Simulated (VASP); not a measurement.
# HfN (Fm-3m) in VASP: a series of runs

Runs on HfN. Level: PBEsol. Tasks: vibrations by perturbation theory.

Program: VASP 6.6.1. These are calculated values, not measurements. Logs are shortened: lines on timing, memory, paths and dates and some standing lists are left out, and cuts for length are marked.

**1. The cell of the first run**

Symmetry: Fm-3m, No. 225, cubic system. The conventional cell has a = 4.355 Å, b = 4.355 Å, c = 4.355 Å, α = 90.00°, β = 90.00°, γ = 90.00°. Hf (site symmetry m-3m) has 6 N at 2.18 Å within 2.9 Å. Within 2.9 Å of N (site symmetry m-3m) lie 6 Hf at 2.18 Å.

**2. Vibrations by perturbation theory, PBEsol**

File INCAR:

```
ALGO = Normal
EDIFF = 1E-8
ENCUT = 520
GGA = PS
IBRION = 8
ISIF = 2
ISMEAR = -1
LASPH = True
LCHARG = True
LREAL = False
LWAVE = False
NBANDS = 14
NELM = 80
NSW = 1
PREC = Accurate
SIGMA = 0.15
```

File KPOINTS:

```
k-points
0
Gamma
  16 16 16
```

File POSCAR:

```
HfN
1.0
    0.0000000000      2.1774440458      2.1774440458
    2.1774440458      0.0000000000      2.1774440458
    2.1774440458      2.1774440458      0.0000000000
Hf N
1 1
Direct
    0.0000000000      0.0000000000      0.0000000000
    0.5000000000      0.5000000000      0.5000000000
```

Potentials or basis: VASP PAW PBE potentials, release 64 (Hf_pv, N).

Command:

```console
$ cat potpaw_PBE.64/Hf_pv/POTCAR potpaw_PBE.64/N/POTCAR > POTCAR
$ mpirun -np 1 vasp_std > vasp.out
```

OUTCAR:

```text
EDIFF = 1E-8
   ENCUT = 520
   GGA = PS
   IBRION = 8
   ISIF = 2
   ISMEAR = -1
   LASPH = True
   LREAL = False
   NELM = 80
   NSW = 1
   PREC = Accurate

 ion  position               nearest neighbor table
   1  0.000  0.000  0.000-   2 2.18   2 2.18   2 2.18   2 2.18   2 2.18   2 2.18
   2  0.500  0.500  0.500-   1 2.18   1 2.18   1 2.18   1 2.18   1 2.18   1 2.18

  LATTYP: Found a face centered cubic cell.
 ALAT       =     4.3548880916

  Lattice vectors:

 A1 = (   0.0000000000,   2.1774440458,   2.1774440458)
 A2 = (   2.1774440458,   0.0000000000,   2.1774440458)
 A3 = (   2.1774440458,   2.1774440458,   0.0000000000)

Analysis of symmetry for initial positions (statically):
=====================================================================
 Subroutine PRICEL returns:
 Original cell was already a primitive cell.

 Routine SETGRP: Setting up the symmetry group for a
 face centered cubic supercell.

 Subroutine GETGRP returns: Found 48 space group operations
 (whereof 48 operations were pure point group operations)
 out of a pool of 48 trial point group operations.

The static configuration has the point symmetry O_h .

Analysis of symmetry for dynamics (positions and initial velocities):
=====================================================================
 Subroutine PRICEL returns:
 Original cell was already a primitive cell.

 Routine SETGRP: Setting up the symmetry group for a
 face centered cubic supercell.

 Subroutine GETGRP returns: Found 48 space group operations
 (whereof 48 operations were pure point group operations)
 out of a pool of 48 trial point group operations.

The dynamic configuration has the point symmetry O_h .

 Subroutine INISYM returns: Found 48 space group operations
 (whereof 48 operations are pure point group operations),
 and found     1 'primitive' translations

----------------------------------------------------------------------------------------

                                     Primitive cell

  volume of cell :      20.6477

  direct lattice vectors                    reciprocal lattice vectors
     0.000000000  2.177444046  2.177444046    -0.229627026  0.229627026  0.229627026
     2.177444046  0.000000000  2.177444046     0.229627026 -0.229627026  0.229627026
     2.177444046  2.177444046  0.000000000     0.229627026  0.229627026 -0.229627026

  length of vectors
     3.079370901  3.079370901  3.079370901     0.397725675  0.397725675  0.397725675

  position of ions in fractional coordinates (direct lattice)
     0.000000000  0.000000000  0.000000000
     0.500000000  0.500000000  0.500000000

  ion indices of the primitive-cell ions
   primitive index   ion index
                 1           1
                 2           2

----------------------------------------------------------------------------------------

 KPOINTS: k-points

Automatic generation of k-mesh.
 Grid dimensions read from file:
 generate k-points for:   16   16   16

 Generating k-lattice:

  Cartesian coordinates                     Fractional coordinates (reciprocal lattice)
    -0.014351689  0.014351689  0.014351689     0.062500000  0.000000000  0.000000000
     0.014351689 -0.014351689  0.014351689     0.000000000  0.062500000  0.000000000
     0.014351689  0.014351689 -0.014351689     0.000000000  0.000000000  0.062500000

  Length of vectors
     0.024857855  0.024857855  0.024857855

  Shift w.r.t. Gamma in fractional coordinates (k-lattice)
     0.000000000  0.000000000  0.000000000

 Subroutine IBZKPT returns following result:
 ===========================================

[... 85 lines left out ...]

 number of electron      15.0000000 magnetization

 Free energy of the ion-electron system (eV)
  ---------------------------------------------------
  ext. energy  EPLUGINS =         0.00000000
  ---------------------------------------------------
  free energy    TOTEN  =       -22.82546257 eV

  energy without entropy =      -22.78735053  energy(sigma->0) =      -22.80640655

 E-fermi :   9.2048     XC(G=0): -13.4804

 val. band max:        9.2046644996   @ k =   0.3750   0.1250   0.0000
 cond. band min:       9.2876338577   @ k =  -0.1250   0.0625   0.0000
 fundamental gap:      0.0829693581
 Fermi energy:         9.2048267076

 k-point     1 :       0.0000    0.0000    0.0000
  band No.  band energies     occupation
      1     -21.4078      2.00000
      2     -21.4078      2.00000
      3     -21.4078      2.00000
      4      -8.8811      2.00000
      5       6.1080      2.00000
      6       6.1080      2.00000
      7       6.1080      2.00000
      8       8.7593      1.90241
      9       8.7593      1.90241
     10       8.7593      1.90241
     11      11.4251      0.00000
     12      11.4251      0.00000
     13      12.1531      0.00000
     14      19.0163      0.00000
[... 377 lines left out ...]
      1     -21.5597      2.00000
      2     -21.4439      2.00000
      3     -21.4094      2.00000
      4      -8.5745      2.00000
      5       5.0051      2.00000
      6       5.3142      2.00000
      7       5.6947      2.00000
      8       8.9566      1.67915
      9       8.9658      1.66221
     10       9.4866      0.26507
     11      11.7771      0.00000
     12      12.6494      0.00000
     13      12.9987      0.00000
     14      19.9322      0.00000

 [... further k-points ...]

------------------------ aborting loop because EDIFF is reached ----------------------------------------

  FORCE on cell =-STRESS in cart. coord.  units (eV):
  Direction    XX          YY          ZZ          XY          YZ          ZX
  --------------------------------------------------------------------------------------
  -------------------------------------------------------------------------------------
  Total        4.2326606      4.2326606      4.2326606      0.0000000      0.0000000      0.0000000
  in kB      328.4377120    328.4377120    328.4377120      0.0000000      0.0000000      0.0000000
  external PRESSURE =     328.4377120 kB  Pullay stress =       0.0000000 kB

 VOLUME and BASIS-vectors are now :
 -----------------------------------------------------------------------------
  energy-cutoff  :      520.00
  volume of cell :       20.65
      direct lattice vectors                 reciprocal lattice vectors
     0.000000000  2.177444046  2.177444046    -0.229627026  0.229627026  0.229627026
     2.177444046  0.000000000  2.177444046     0.229627026 -0.229627026  0.229627026
     2.177444046  2.177444046  0.000000000     0.229627026  0.229627026 -0.229627026

 POSITION                                       TOTAL-FORCE (eV/Angst)
 -----------------------------------------------------------------------------------
      0.00000      0.00000      0.00000        -0.000000      0.000000     -0.000000
      2.17744      2.17744      2.17744         0.000000     -0.000000      0.000000
 -----------------------------------------------------------------------------------
    total drift:                                0.000000     -0.000000     -0.000000

  FREE ENERGIE OF THE ION-ELECTRON SYSTEM (eV)
  ---------------------------------------------------
  free  energy   TOTEN  =       -22.8254625730 eV

  energy  without entropy=      -22.7873505251  energy(sigma->0) =      -22.80640655

[... ionic steps 2 to 3 ...]

--------------------------------------- Ionic step        4  -------------------------------------------

------------------------ aborting loop because EDIFF is reached ----------------------------------------

[... ionic steps 5 to 6 ...]

--------------------------------------- Ionic step        7  -------------------------------------------

 Free energy of the ion-electron system (eV)
  ---------------------------------------------------
  ---------------------------------------------------
  free energy    TOTEN  =        -0.23410094 eV

  energy without entropy =       -0.23410094

------------------------ aborting loop because EDIFF is reached ----------------------------------------

 INTERNAL STRAIN TENSOR  FOR ION    2  DIRECTION 1   (eV/Angst):
 -----------------------------------------------------------------------------
     0.02610  0.00000  0.00000
    -0.00000 -0.01597  0.00000
     0.00000  0.00000 -0.01597

 INTERNAL STRAIN TENSOR FOR ION    2 for displacements in x,y,z  (eV/Angst):
          X           Y           Z          XY          YZ          ZX
  --------------------------------------------------------------------------------
  x     0.00000     0.00000     0.00000     0.00000     0.00000     0.00000
  y     0.00000     0.00000     0.00000     0.00000     0.00000     0.00000
  z     0.00000     0.00000     0.00000     0.00000     0.00000     0.00000

 SECOND DERIVATIVES (NOT SYMMETRIZED)
 ------------------------------------
               1X          1Y          1Z          2X          2Y          2Z
  1X   -17.457990    0.000000    0.000000   17.457990    0.000000    0.000000
  1Y     0.000000  -17.457990    0.000000    0.000000   17.457990    0.000000
  1Z     0.000000    0.000000  -17.457990    0.000000    0.000000   17.457990
  2X    17.457497    0.000000    0.000000  -17.457497    0.000000    0.000000
  2Y     0.000000   17.457497    0.000000    0.000000  -17.457497    0.000000
  2Z     0.000000    0.000000   17.457497    0.000000    0.000000  -17.457497

 Eigenvectors and eigenvalues of the dynamical matrix
 ----------------------------------------------------

   1 f  =   18.128460 THz   113.904472 2PiTHz  604.700327 cm-1    74.973252 meV
             X         Y         Z           dx          dy          dz
      0.000000  0.000000  0.000000     0.000000   -0.269699    0.000000
      2.177444  2.177444  2.177444     0.000000    0.962945    0.000000
[... 21 lines left out ...]
   6 f/i=    0.000066 THz     0.000417 2PiTHz    0.002215 cm-1     0.000275 meV
             X         Y         Z           dx          dy          dz
      0.000000  0.000000  0.000000     0.896390    0.296995   -0.188526
      2.177444  2.177444  2.177444     0.251059    0.083182   -0.052802

--------------------------------------------------------------------------------------------------------

 ELASTIC MODULI CONTR FROM IONIC RELAXATION (kBar)
 Direction    XX          YY          ZZ          XY          YZ          ZX
 --------------------------------------------------------------------------------
 XX           0.0000      0.0000      0.0000      0.0000      0.0000      0.0000
 YY           0.0000      0.0000      0.0000      0.0000      0.0000      0.0000
 ZZ           0.0000      0.0000      0.0000      0.0000      0.0000      0.0000
 XY           0.0000      0.0000      0.0000      0.0000      0.0000      0.0000
 YZ           0.0000      0.0000      0.0000      0.0000      0.0000      0.0000
 ZX           0.0000      0.0000      0.0000      0.0000      0.0000      0.0000
 --------------------------------------------------------------------------------
```

Wall time 2.2 min (1 thread of Intel Xeon Platinum 8488C (Sapphire Rapids), shared host); peak memory 0.37 GiB.

What came out:

- Highest phonon frequency at Γ: 605 cm⁻¹

Phonon frequencies in cm⁻¹ (negative: imaginary):
| q point | frequencies |
| --- | --- |
| (0.000, 0.000, 0.000) | 0 0 0 605 605 605 |

Caveat: the cell stands under pressure or tension, which shifts response properties; the PAW data sets were made with another functional, which shifts forces and pressure a little; spin-orbit coupling is left out, which moves the levels of the heavy elements.

[end of part 1 of 3]
